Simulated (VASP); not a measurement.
# GaN (P6_3mc) in VASP: further runs

Aim: see how the results for GaN move with the level of theory and the settings. Levels: PBE, LDA, r2SCAN. Tasks: single point.

Everything below comes from runs of VASP 6.6.1. Logs are shortened: lines on timing, memory, paths and dates and some standing lists are left out, and cuts for length are marked.

## (1) The cell of the first run

The structure is hexagonal, space group P6_3mc (No. 186). The conventional cell has a = 3.183 Å, b = 3.183 Å, c = 5.184 Å, α = 90.00°, β = 90.00°, γ = 120.00°. Within 2.6 Å of Ga (site symmetry 3m) lie 4 N at 1.95 Å. Within 2.6 Å of N (site symmetry 3m) lie 4 Ga at 1.95 Å.

## (2) Single point, PBE

File INCAR:

```
SYSTEM = GaN
ALGO = Normal
EDIFF = 1E-6
ENCUT = 520
GGA = PE
ISIF = 2
ISMEAR = 0
LASPH = .True.
LCHARG = .False.
LREAL = .False.
LWAVE = .False.
NBANDS = 26
NELM = 60
PREC = Accurate
SIGMA = 0.01
```

File KPOINTS:

```
k-points
0
Gamma
  6 6 4
  0 0 0
```

File POSCAR:

```
GaN
1.0
    3.1831494054      0.0000000000      0.0000000000
   -1.5915747027      2.7566882491      0.0000000000
    0.0000000000      0.0000000000      5.1836254809
Ga N
2 2
Direct
    0.3333333333      0.6666666667     -0.0008868069
    0.6666666667      0.3333333333      0.4991131931
    0.3333333333      0.6666666667      0.3758868069
    0.6666666667      0.3333333333      0.8758868069
```

Potentials or basis: VASP PAW PBE potentials, release 64 (Ga_d, N).

The run is started by

```
$ cat potpaw_PBE.64/Ga_d/POTCAR potpaw_PBE.64/N/POTCAR > POTCAR
$ mpirun -np 1 vasp_std > vasp.out
```

OUTCAR:

```text
SYSTEM = GaN
   EDIFF = 1E-6
   ENCUT = 520
   GGA = PE
   ISIF = 2
   ISMEAR = 0
   LASPH = .True.
   LREAL = .False.
   NELM = 60
   PREC = Accurate

 ion  position               nearest neighbor table
   1  0.333  0.667  0.999-   4 1.95   4 1.95   4 1.95   3 1.95
   2  0.667  0.333  0.499-   3 1.95   3 1.95   3 1.95   4 1.95
   3  0.333  0.667  0.376-   2 1.95   2 1.95   2 1.95   1 1.95
   4  0.667  0.333  0.876-   1 1.95   1 1.95   1 1.95   2 1.95

  LATTYP: Found a hexagonal cell.
 ALAT       =     3.1831494054
 C/A-ratio  =     1.6284581151

  Lattice vectors:

 A1 = (   3.1831494054,   0.0000000000,   0.0000000000)
 A2 = (  -1.5915747027,   2.7566882491,   0.0000000000)
 A3 = (   0.0000000000,   0.0000000000,   5.1836254809)

Analysis of symmetry for initial positions (statically):
=====================================================================
 Subroutine PRICEL returns:
 Original cell was already a primitive cell.

 Routine SETGRP: Setting up the symmetry group for a
 hexagonal supercell.

 Subroutine GETGRP returns: Found 12 space group operations
 (whereof  6 operations were pure point group operations)
 out of a pool of 24 trial point group operations.

The static configuration has the point symmetry C_3v.
 The point group associated with its full space group is C_6v.

Analysis of symmetry for dynamics (positions and initial velocities):
=====================================================================
 Subroutine PRICEL returns:
 Original cell was already a primitive cell.

 Routine SETGRP: Setting up the symmetry group for a
 hexagonal supercell.

 Subroutine GETGRP returns: Found 12 space group operations
 (whereof  6 operations were pure point group operations)
 out of a pool of 24 trial point group operations.

The dynamic configuration has the point symmetry C_3v.
 The point group associated with its full space group is C_6v.

 Subroutine INISYM returns: Found 12 space group operations
 (whereof  6 operations are pure point group operations),
 and found     1 'primitive' translations

----------------------------------------------------------------------------------------

                                     Primitive cell

  volume of cell :      45.4861

  direct lattice vectors                    reciprocal lattice vectors
     3.183149405  0.000000000  0.000000000     0.314154277  0.181377056  0.000000000
    -1.591574703  2.756688249  0.000000000     0.000000000  0.362754113  0.000000000
     0.000000000  0.000000000  5.183625481     0.000000000  0.000000000  0.192915172

  length of vectors
     3.183149405  3.183149405  5.183625481     0.362754113  0.362754113  0.192915172

  position of ions in fractional coordinates (direct lattice)
     0.333333333  0.666666667  0.999113193
     0.666666667  0.333333333  0.499113193
     0.333333333  0.666666667  0.375886807
     0.666666667  0.333333333  0.875886807

  ion indices of the primitive-cell ions
   primitive index   ion index
                 1           1
                 2           2
                 3           3
                 4           4

----------------------------------------------------------------------------------------

 KPOINTS: k-points

Automatic generation of k-mesh.
 Grid dimensions read from file:
 generate k-points for:    6    6    4

 Generating k-lattice:

  Cartesian coordinates                     Fractional coordinates (reciprocal lattice)
     0.052359046  0.030229509  0.000000000     0.166666667  0.000000000  0.000000000
     0.000000000  0.060459019  0.000000000     0.000000000  0.166666667  0.000000000
     0.000000000  0.000000000  0.048228793     0.000000000  0.000000000  0.250000000

  Length of vectors
     0.060459019  0.060459019  0.048228793

  Shift w.r.t. Gamma in fractional coordinates (k-lattice)
     0.000000000  0.000000000  0.000000000

 Subroutine IBZKPT returns following result:
 ===========================================

 Found     21 irreducible k-points:

 Following reciprocal coordinates:
            Coordinates               Weight
  0.000000  0.000000  0.000000      1.000000
  0.166667 -0.000000  0.000000      6.000000
  0.333333  0.000000  0.000000      6.000000
  0.500000 -0.000000  0.000000      3.000000
  0.166667  0.166667  0.000000      6.000000
  0.333333  0.166667  0.000000     12.000000
[... 13 lines left out ...]
  0.333333  0.166667  0.500000     12.000000
  0.333333  0.333333  0.500000      2.000000
   k-points           NKPTS =     21   k-points in BZ     NKDIM =     21   number of bands    NBANDS=     26
   number of dos      NEDOS =    301   number of ions     NIONS =      4
   total plane-waves  NPLWV =  23040
   dimension x,y,z NGX =    24 NGY =   24 NGZ =   40
   dimension x,y,z NGXF=    48 NGYF=   48 NGZF=   80
   ions per type =               2   2
   NGX,Y,Z   is equivalent  to a cutoff of  12.53, 12.53, 12.83 a.u.
   NGXF,Y,Z  is equivalent  to a cutoff of  25.07, 25.07, 25.66 a.u.
 SYSTEM =  GaN
   PREC   = accura    normal or accurate (medium, high low for compatibility)
   ISTART =      0    job   : 0-new  1-cont  2-samecut
   ICHARG =      2    charge: 1-file 2-atom 10-const
   ISPIN  =      1    spin polarized calculation?
   LNONCOLLINEAR =      F non collinear calculations
   LSORBIT =      F    spin-orbit coupling
   LASPH  =      T    aspherical Exc in radial PAW
   ENCUT  =  520.0 eV  38.22 Ry    6.18 a.u.   5.92  5.92  9.64*2*pi/ulx,y,z
   NELM   =     60;   NELMIN=  2; NELMDL= -5     # of ELM steps
   EDIFF  = 0.1E-05   stopping-criterion for ELM
   LREAL  =      F    real-space projection
   EDIFFG = 0.1E-04   stopping-criterion for IOM
   NSW    =      0    number of steps for IOM
   IBRION =     -1    ionic relax: 0-MD 1-quasi-New 2-CG
   NFREE  =      0    steps in history (QN), initial steepest desc. (CG)
   ISIF   =      2    stress and relaxation
   ISYM   =      2    0-nonsym 1-usesym 2-fastsym
   POTIM  = 0.5000    time-step for ionic-motion
   TEBEG  =    0.0;   TEEND  =   0.0 temperature during run
   PSTRESS=    0.0 pullay stress
   NELECT =      36.0000    total number of electrons
   NUPDOWN=      -1.0000    fix difference up-down
   EMIN   =  10.00;   EMAX   =-10.00  energy-range for DOS
   EFERMI =   0.00;   METHOD = LEGACY
   ISMEAR =     0;   SIGMA  =   0.01  broadening in eV -4-tet -1-fermi 0-gaus
   EFERMI_NEDOS =   21; number of points for ismear=-14 and -15
   IALGO  =     38    algorithm
   IMIX   =      4    mixing-type and parameters
     AMIX     =   0.40;   BMIX     =  1.00
     AMIX_MAG =   1.60;   BMIX_MAG =  1.00
  volume/ion in A,a.u.               =      11.37        76.74
  Fermi-wavevector in a.u.,A,eV,Ry     =   1.514315  2.861640 31.200200  2.293150
  Thomas-Fermi vector in A             =   2.623989
   LORBIT       =      0    0 simple, 1 ext, 2 COOP (PROOUT), +10 PAW based schemes
   GGA     = PE    functional components
   LHFCALC =     F    Hartree Fock is set to
   AEXX    =    0.0000 exact exchange contribution
   IVDW    =     0    specifies the selected vdW correction
   LEPSILON=     F    determine dielectric tensor
   LRPA    =     F    only Hartree local field effects (RPA)
 non-spin polarized calculation
 Gauss-broadening in eV      SIGMA  =   0.01
  energy-cutoff  :      520.00
  volume of cell :       45.49
 maximum number of plane-waves:      1248
 NGX is ok and might be reduce to    24
   NGX = 11   NGY = 11   NGZ = 19

 number of electron      35.9999993 magnetization

 Free energy of the ion-electron system (eV)
  ---------------------------------------------------
  ext. energy  EPLUGINS =         0.00000000
  ---------------------------------------------------
  free energy    TOTEN  =       -24.29283059 eV

  energy without entropy =      -24.29283059  energy(sigma->0) =      -24.29283059

 E-fermi :   5.4482     XC(G=0): -11.6925

 val. band max:        5.3688769897   @ k =   0.0000   0.0000   0.0000
 cond. band min:       7.3098948686   @ k =   0.0000   0.0000   0.0000
 fundamental gap:      1.9410178789
 Fermi energy:         5.4481580964

 k-point     1 :       0.0000    0.0000    0.0000
  band No.  band energies     occupation
      1     -10.6486      2.00000
      2      -9.7139      2.00000
      3      -8.0745      2.00000
      4      -8.0591      2.00000
      5      -8.0591      2.00000
      6      -7.9970      2.00000
[... 18 lines left out ...]
     25      17.1044      0.00000
     26      17.1044      0.00000

 k-point     2 :       0.1667   -0.0000    0.0000
  band No.  band energies     occupation
      1     -10.3909      2.00000
      2      -9.6509      2.00000
      3      -8.0441      2.00000
      4      -8.0240      2.00000
      5      -7.9796      2.00000
      6      -7.9492      2.00000
[... 18 lines left out ...]
     25      16.7762      0.00000
     26      17.6236      0.00000

 k-point     3 :       0.3333    0.0000    0.0000
  band No.  band energies     occupation
      1      -9.9135      2.00000
      2      -9.5653      2.00000
      3      -8.0061      2.00000
      4      -7.9867      2.00000
      5      -7.9041      2.00000
      6      -7.8437      2.00000
[... 18 lines left out ...]
     25      17.0001      0.00000
     26      18.5994      0.00000

 k-point     4 :       0.5000   -0.0000    0.0000
  band No.  band energies     occupation
      1      -9.7244      2.00000
      2      -9.5424      2.00000
      3      -8.0095      2.00000
      4      -7.9842      2.00000
      5      -7.8862      2.00000
      6      -7.8444      2.00000
[... 18 lines left out ...]
     25      17.8349      0.00000
     26      18.7247      0.00000
[... 409 lines left out ...]
      1      -9.7178      2.00000
      2      -9.7178      2.00000
      3      -7.9726      2.00000
      4      -7.9726      2.00000
      5      -7.9469      2.00000
      6      -7.9469      2.00000
[... 18 lines left out ...]
     25      17.1586      0.00000
     26      17.1586      0.00000

 k-point    20 :       0.3333    0.1667    0.5000
  band No.  band energies     occupation
      1      -9.5767      2.00000
      2      -9.5767      2.00000
      3      -7.9753      2.00000
      4      -7.9753      2.00000
      5      -7.9058      2.00000
      6      -7.9058      2.00000
[... 18 lines left out ...]
     25      17.8298      0.00000
     26      17.8298      0.00000

 k-point    21 :       0.3333    0.3333    0.5000
  band No.  band energies     occupation
      1      -9.5382      2.00000
      2      -9.5382      2.00000
      3      -7.9380      2.00000
      4      -7.9380      2.00000
      5      -7.9217      2.00000
      6      -7.9217      2.00000
[... 18 lines left out ...]
     25      19.3967      0.00000
     26      19.4998      0.00000

------------------------ aborting loop because EDIFF is reached ----------------------------------------

  FORCE on cell =-STRESS in cart. coord.  units (eV):
  Direction    XX          YY          ZZ          XY          YZ          ZX
  --------------------------------------------------------------------------------------
  -------------------------------------------------------------------------------------
  Total        1.7730268      1.7730268      1.7905358      0.0000000      0.0000000     -0.0000000
  in kB       62.4521779     62.4521779     63.0689054      0.0000000      0.0000000     -0.0000000
  external PRESSURE =      62.6577537 kB  Pullay stress =       0.0000000 kB

 VOLUME and BASIS-vectors are now :
 -----------------------------------------------------------------------------
  energy-cutoff  :      520.00
  volume of cell :       45.49
      direct lattice vectors                 reciprocal lattice vectors
     3.183149405  0.000000000  0.000000000     0.314154277  0.181377056  0.000000000
    -1.591574703  2.756688249  0.000000000     0.000000000  0.362754113  0.000000000
     0.000000000  0.000000000  5.183625481     0.000000000  0.000000000  0.192915172

 POSITION                                       TOTAL-FORCE (eV/Angst)
 -----------------------------------------------------------------------------------
     -0.00000      1.83779      5.17903        -0.000000     -0.000000      0.004462
      1.59157      0.91890      2.58722        -0.000000      0.000000      0.004462
     -0.00000      1.83779      1.94846         0.000000     -0.000000     -0.004462
      1.59157      0.91890      4.54027        -0.000000      0.000000     -0.004462
 -----------------------------------------------------------------------------------
    total drift:                               -0.000001     -0.000001     -0.001050

  FREE ENERGIE OF THE ION-ELECTRON SYSTEM (eV)
  ---------------------------------------------------
  free  energy   TOTEN  =       -24.2928305928 eV

  energy  without entropy=      -24.2928305928  energy(sigma->0) =      -24.29283059
```

Wall time 26 s (1 thread of Intel Xeon 8259CL, shared host); peak memory 0.16 GiB.

Results:

* Free energy: -24.2928 eV
* Pressure: 6.3 GPa
* Largest force: 0.004 eV/Å
* Band gap on the k mesh: 1.94 eV, direct

Forces on the atoms (eV/Å):
```
Ga   0.000  0.000  0.004
Ga   0.000  0.000  0.004
N    0.000  0.000 -0.004
N    0.000  0.000 -0.004
```

Levels at points of the mesh, in eV from the valence-band top:
```
           k point  band 14  band 15  band 16  band 17  band 18  band 19  band 20  band 21  band 22  band 23
(0.00, 0.00, 0.00)    -1.04    -1.04    -0.04     0.00     0.00     1.94     4.28     9.22     9.92     9.92
(0.50, 0.00, 0.00)    -5.30    -4.22    -2.75    -2.21    -1.00     5.08     5.59     6.06     8.62    10.38
(0.00, 0.00, 0.50)    -3.85    -0.53    -0.53    -0.53    -0.53     4.27     4.27     8.49     8.49    10.43
(0.50, 0.00, 0.50)    -6.62    -1.95    -1.95    -1.90    -1.90     4.42     4.42     7.79     7.79     9.99
```

A hybrid or GW would open this gap; PBE tends to underestimate it.

## (3) Single point, LDA

File INCAR:

```
PREC = Accurate
ENCUT = 520
EDIFF = 1E-6
ISMEAR = 0
SIGMA = 0.01
LREAL = F
LASPH = T
NELM = 100
ALGO = Normal
ISIF = 2
LWAVE = F
LCHARG = F
NBANDS = 26
```

File KPOINTS:

```
Automatic mesh
0
Gamma
  6 6 4
```

POSCAR is that of step 2.

Potentials or basis: VASP PAW LDA potentials, release 64 (Ga_d, N).

The run is started by

```
$ cat potpaw_LDA.64/Ga_d/POTCAR potpaw_LDA.64/N/POTCAR > POTCAR
$ mpirun -np 1 vasp_std > vasp.out
```

Wall time 26 s (1 thread of Intel Xeon 8259CL, shared host); peak memory 0.15 GiB.

Results (log left out):

```yaml
Free_energy: -27.8922 eV
Pressure: -4.4 GPa
Largest_force: 0.007 eV/Å
Band_gap_on_the_k_mesh: 1.95 eV, direct
```

Forces on the atoms (eV/Å):
```
Ga   0.000  0.000  0.007
Ga   0.000  0.000  0.007
N    0.000  0.000 -0.007
N    0.000  0.000 -0.007
```

Stress tensor (GPa, compression positive):
```
-4.46  0.00  0.00
 0.00 -4.46  0.00
 0.00  0.00 -4.26
```

Levels at points of the mesh, in eV from the valence-band top:
| k point | band 16 | band 17 | band 18 | band 19 | band 20 | band 21 |
| --- | --- | --- | --- | --- | --- | --- |
| (0.00, 0.00, 0.00) | -0.04 | 0.00 | 0.00 | 1.95 | 4.18 | 9.06 |
| (0.50, 0.00, 0.00) | -2.79 | -2.25 | -1.02 | 4.91 | 5.50 | 5.92 |
| (0.00, 0.00, 0.50) | -0.54 | -0.54 | -0.54 | 4.22 | 4.22 | 8.32 |
| (0.50, 0.00, 0.50) | -1.98 | -1.92 | -1.92 | 4.30 | 4.30 | 7.63 |

## (4) Single point, PBE

File INCAR:

```
PREC = Accurate
ENCUT = 520
EDIFF = 1E-6
ISMEAR = 0
SIGMA = 0.01
LREAL = False
LASPH = True
NELM = 80
ALGO = Normal
ISIF = 2
LWAVE = False
LCHARG = False
GGA = PE
NBANDS = 26
```

KPOINTS is that of step 3.

POSCAR is that of step 3.

Potentials or basis: VASP PAW PBE potentials, release 64 (Ga_d, N).

The run is started by

```
$ cat potpaw_PBE.64/Ga_d/POTCAR potpaw_PBE.64/N/POTCAR > POTCAR
$ mpirun -np 1 vasp_std > vasp.out
```

It took 32 s on 1 thread of Intel Xeon 8259CL, shared host; peak memory 0.17 GiB.

It converged, with:

* Free energy: -24.2928 eV
* Pressure: 6.3 GPa
* Largest force: 0.004 eV/Å
* Band gap on the k mesh: 1.94 eV, direct

Forces in eV/Å, atoms in the order of the input:
```
Ga   0.000  0.000  0.004
Ga   0.000  0.000  0.004
N    0.000  0.000 -0.004
N    0.000  0.000 -0.004
```

Levels at points of the mesh, in eV from the valence-band top:
| k point | band 14 | band 15 | band 16 | band 17 | band 18 | band 19 | band 20 | band 21 | band 22 | band 23 |
| --- | --- | --- | --- | --- | --- | --- | --- | --- | --- | --- |
| (0.00, 0.00, 0.00) | -1.04 | -1.04 | -0.04 | 0.00 | 0.00 | 1.94 | 4.28 | 9.22 | 9.92 | 9.92 |
| (0.50, 0.00, 0.00) | -5.30 | -4.22 | -2.75 | -2.21 | -1.00 | 5.08 | 5.59 | 6.06 | 8.62 | 10.38 |
| (0.00, 0.00, 0.50) | -3.85 | -0.53 | -0.53 | -0.53 | -0.53 | 4.27 | 4.27 | 8.49 | 8.49 | 10.43 |
| (0.50, 0.00, 0.50) | -6.62 | -1.95 | -1.95 | -1.90 | -1.90 | 4.42 | 4.42 | 7.79 | 7.79 | 9.99 |

## (5) Single point, r2SCAN

POSCAR is that of step 4.

File INCAR.step1:

```
PREC     = Accurate       # precision mode
ENCUT    = 520            # plane-wave cutoff, eV
ISMEAR   = 0              # smearing method
SIGMA    = 0.01           # smearing width, eV
LREAL    = F              # projectors in reciprocal space
LASPH    = T              # aspherical terms in the spheres
NELM     = 60             # most SCF steps
NBANDS   = 26             # bands
GGA      = PE             # functional
ALGO     = Normal         # electronic algorithm
EDIFF    = 1E-4           # SCF threshold, eV
LWAVE    = T              # write WAVECAR
LCHARG   = F              # write CHGCAR
```

File INCAR.step2:

```
PREC     = Accurate       # precision mode
ENCUT    = 520            # plane-wave cutoff, eV
EDIFF    = 1E-6           # SCF threshold, eV
ISMEAR   = 0              # smearing method
SIGMA    = 0.01           # smearing width, eV
LREAL    = F              # projectors in reciprocal space
LASPH    = T              # aspherical terms in the spheres
NELM     = 60             # most SCF steps
ALGO     = Normal         # electronic algorithm
ISIF     = 2              # what is computed and relaxed
LWAVE    = F              # write WAVECAR
LCHARG   = T              # write CHGCAR
METAGGA  = R2SCAN         # meta-GGA
LMIXTAU  = T            
LELF     = T              # ELF
LVHAR    = T            
NBANDS   = 26             # bands
ISTART   = 1
```

KPOINTS is that of step 4.

The run is started by

```
$ cat potpaw_PBE.64/Ga_d/POTCAR potpaw_PBE.64/N/POTCAR > POTCAR
$ cp INCAR.step1 INCAR
$ mpirun -np 1 vasp_std > vasp.out
$ cp INCAR.step2 INCAR
$ mpirun -np 1 vasp_std > vasp.out
```

Run time: 2.7 min. Hardware: 1 thread of Intel Xeon 8259CL, shared host; peak memory 0.18 GiB.

Results (log left out):

```yaml
Free_energy: -43.8171 eV
Pressure: 1.1 GPa
Largest_force: 0.005 eV/Å
Band_gap_on_the_k_mesh: 2.34 eV, direct
```

Forces in eV/Å, atoms in the order of the input:
```
Ga   0.000  0.000  0.005
Ga   0.000  0.000  0.005
N    0.000  0.000 -0.005
N    0.000  0.000 -0.005
```

Stress tensor (GPa, compression positive):
```
1.11 0.00 0.00
0.00 1.11 0.00
0.00 0.00 0.94
```

Levels at points of the mesh, in eV from the valence-band top:
```csv
k point,band 15,band 16,band 17,band 18,band 19,band 20,band 21,band 22
"(0.00, 0.00, 0.00)",-1.07,-0.04,0.00,0.00,2.34,4.81,9.96,10.59
"(0.50, 0.00, 0.00)",-4.30,-2.84,-2.24,-1.03,5.58,6.12,6.55,9.35
"(0.00, 0.00, 0.50)",-0.55,-0.55,-0.55,-0.55,4.77,4.77,9.18,9.18
"(0.50, 0.00, 0.50)",-2.01,-2.01,-1.95,-1.95,4.89,4.89,8.42,8.42
```

Caveat: the PAW data sets were made with another functional, which shifts forces and pressure a little.

(Continued in part 2 of 2.)
